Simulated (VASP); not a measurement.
Set up this calculation in VASP 6.6.1, as the native input.

- Task: single point
- Functional: LDA
- Potentials or basis: VASP PAW LDA potentials, release 64 (Ag)
- Cutoff: 520 eV
- k mesh: 6 × 6 × 6
- Occupations: fermi-dirac, width 0.05 eV
- Spin: no spin polarisation
- Dipole correction: no
- Further INCAR settings: ALGO = Normal; EDIFF = 1e-06; NBANDS = 12

The structure of Ag lies in POSCAR:

```
Ag
1.0
   -1.6103805100      1.6535326600      1.6181576800
    1.6593070500     -1.6605473000      1.6740988600
    1.6393304800      1.6894972700     -1.6251723200
Ag
1
Direct
    0.0000000000      0.0000000000      0.0000000000
```

The input as run:

INCAR

```
  ALGO = Normal
  EDIFF = 1E-6
  ENCUT = 520
  ISIF = 2
  ISMEAR = -1
  LASPH = True
  LCHARG = False
  LREAL = False
  LWAVE = False
  NBANDS = 12
  NELM = 80
  PREC = Accurate
  SIGMA = 0.05
```

KPOINTS

```
k-points
0
Gamma
  6 6 6
```

Potentials or basis: VASP PAW LDA potentials, release 64 (Ag).

Launch:

```sh
$ cat potpaw_LDA.64/Ag/POTCAR > POTCAR
$ mpirun -np 1 vasp_std > vasp.out
```

Results of the run:

```
Pressure               : -11.0 GPa
Band gap on the k mesh : zero (an odd number of electrons rules out a gap without spin polarisation)
```

Caveat: the k points lie up to 0.45 Å⁻¹ apart, too coarse for converged energies and pressures of a metal.

It took 29 s on 1 thread of Intel(R) Xeon(R) Platinum 8375C CPU @ 2.90GHz (Ice Lake), on a shared host, peak memory 0.14 GiB.
